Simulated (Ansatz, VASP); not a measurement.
## Two plane-wave programs on BaCd3Sn2

The input INCAR:

```
SYSTEM = BaCd3Sn2
ALGO = Normal ; EDIFF = 1E-6
EDIFFG = -0.04 ; ENCUT = 600
GGA = PE ; IBRION = 2
ISIF = 3 ; ISMEAR = 0
LASPH = .True. ; LCHARG = .False.
LREAL = .False. ; LWAVE = .False.
NELM = 60 ; NSW = 90
PREC = Accurate ; SIGMA = 0.1
```

The input KPOINTS:

```
k-points
0
Gamma
  3 3 4
  0 0 0
```

POSCAR

```
BaCd3Sn2
1.0
    6.0716196400      0.0000000000      0.0000000000
   -3.0358098200      5.2581768500      0.0000000000
    0.0000000000      0.0000000000      4.7859639500
Ba Cd Sn
1 3 2
Direct
    0.0000000000      0.0000000000      0.0000000000
    0.5000000000      0.0000000000      0.5000000000
    0.5000000000      0.5000000000      0.5000000000
    0.0000000000      0.5000000000      0.5000000000
    0.3333333300      0.6666666700      0.0000000000
    0.6666666700      0.3333333300      0.0000000000
```

Input for Ansatz:

```yaml
crystal:
  lattice:
    - [6.07161964, 0.0, 0.0]
    - [-3.03580982, 5.25817685, 0.0]
    - [0.0, 0.0, 4.78596395]
  atoms:
    - { symbol: Ba, position: [0.0, 0.0, 0.0] }
    - { symbol: Cd, position: [0.5, 0.0, 0.5] }
    - { symbol: Cd, position: [0.5, 0.5, 0.5] }
    - { symbol: Cd, position: [0.0, 0.5, 0.5] }
    - { symbol: Sn, position: [0.33333333, 0.66666667, 0.0] }
    - { symbol: Sn, position: [0.66666667, 0.33333333, 0.0] }
basis:
  ecutwfc: 420
kpoints:
  mp_grid: { grid: [3, 3, 4] }
hamiltonian:
  xc: pbe
scf:
  occupations: { method: gaussian, width: 0.1 }
  lower_state_search: "off"
output:
  forces: true
  stress: true
  eigenvalues: true
relax:
  adjacent_minimum: "off"
  f_tol: 0.04
  max_steps: 70
  cell: { stress_tol: 0.4 }
```

Change from the starting cell: species swapped into the CeGa3Pd2 type (P6/mmm, No. 191).

Alike in both runs: task relaxation of cell and atoms; functional PBE; k mesh 3 × 3 × 4; occupations gaussian, width 0.1 eV; no spin polarisation.

|  | VASP | Ansatz |
| --- | --- | --- |
| version | VASP 6.6.1 | Ansatz 0.2.0 |
| potentials or method | VASP PAW PBE potentials, release 64 (Ba_sv, Cd, Sn_d), cutoff 600 eV | scalar-relativistic, plane waves, PAW |
| valence electrons in the cell | 74 | 98 |

```tsv
	VASP	Ansatz	Ansatz less VASP
gap on the k mesh at the Fermi level, each at its own relaxed structure (eV)	none	none	-
relaxed volume (Å³/atom)	29.86	29.70	-0.156
relaxed length of the cell vector where the two differ most in proportion (Å)	4.773	4.752	-0.0206
```

A gap of «none» marks a metal or a gap that the smearing closes. VASP's potentials hold 74 valence electrons a cell and Ansatz's 98, so a difference there can come from the potentials and not from the codes.

The k mesh is coarse, so the values compare programs but aren't converged. Neither program's run includes spin-orbit coupling. Noted on VASP's run: the volume moved by over 15 % at a fixed basis, so the end points are rough.
